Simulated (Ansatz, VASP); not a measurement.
## AlGeSbH2: VASP beside Ansatz

```
CELL_PARAMETERS angstrom
2.14141 1.23634 5.02673
-2.14141 1.23634 5.02673
0.00000 -2.47269 5.02673
ATOMIC_POSITIONS crystal
Al 0.61061 0.61061 0.61061
Ge 0.36923 0.36923 0.36923
Sb 0.17514 0.17514 0.17514
H 0.76929 0.76929 0.76929
H 0.82207 0.82207 0.82207
```

Alike in both runs: functional PBE; k mesh 3 × 3 × 3; occupations gaussian, width 0.15 eV; no spin polarisation.

Ansatz relaxed the structure, and its values are those at the end. VASP's run is a single point on that final structure, the one shown.

```csv
,VASP,Ansatz
version,VASP 6.6.1,Ansatz 0.2.0
potentials or method,"VASP PAW PBE potentials, release 64 (Al, Ge_d, Sb, H), cutoff 500 eV","scalar-relativistic, plane waves, PAW"
valence electrons in the cell,24,34
```

```tsv
	VASP	Ansatz	Ansatz less VASP
gap on the k mesh at the Fermi level (eV)	none	none	-
pressure (GPa)	-0.1	-0.1	+0.09
rms of the force components (eV/Å)	0.014	0.014	+0.0002
```

A gap of «none» marks a metal or a gap that the smearing closes. With one functional, cell and mesh, what is left measures potentials, basis and numerics. VASP's potentials hold 24 valence electrons a cell and Ansatz's 34, so a difference there can come from the potentials and not from the codes.

The k mesh is coarse, so the values compare programs but aren't converged. Neither program's run includes spin-orbit coupling.
